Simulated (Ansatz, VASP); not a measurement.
**HC9 in VASP and in Ansatz**

```
C H
1.0
     7.39800    0.00000    0.00000
    -3.69900    6.40686    0.00000
     0.00000    0.00000   13.00000
C H
18 2
Direct
  0.99429 0.00104 0.06500
  0.21549 0.11164 0.06499
  0.99434 0.33267 0.06515
  0.21534 0.44313 0.06496
  0.99253 0.66584 0.06491
  0.21712 0.77816 0.06489
  0.32776 0.99921 0.06516
  0.54852 0.10971 0.06512
  0.32594 0.33252 0.06496
  0.55066 0.44497 0.06508
  0.32761 0.66767 0.06489
  0.54881 0.77834 0.06495
  0.65907 0.99916 0.06532
  0.88377 0.11150 0.06518
  0.66091 0.33450 0.06504
  0.88197 0.44503 0.06523
  0.66107 0.66602 0.06487
  0.88203 0.77651 0.06490
  0.69347 0.16705 0.29042
  0.75495 0.28068 0.30205
```

Alike in both runs: functional r2SCAN; dispersion D3(BJ); k mesh 2 × 2 × 1; occupations fermi-dirac, width 0.05 eV; no spin polarisation.

Ansatz relaxed the structure, and its values are those at the end. VASP's run is a single point on that final structure, the one shown.

|  | VASP | Ansatz |
| --- | --- | --- |
| version | VASP 6.6.1 | Ansatz 0.2.0 |
| potentials or method | VASP PAW PBE potentials, release 64 (C, H), cutoff 520 eV | scalar-relativistic, plane waves, PAW |
| valence electrons in the cell | 74 | 74 |

```csv
,VASP,Ansatz,Ansatz less VASP
rms of the force components (eV/Å),0.034,0.033,-0.0017
```

VASP's potentials were made for PBE, not for r2SCAN. Ansatz's warnings: dispersion damping borrowed.

The k mesh is coarse, so the values compare programs but aren't converged.
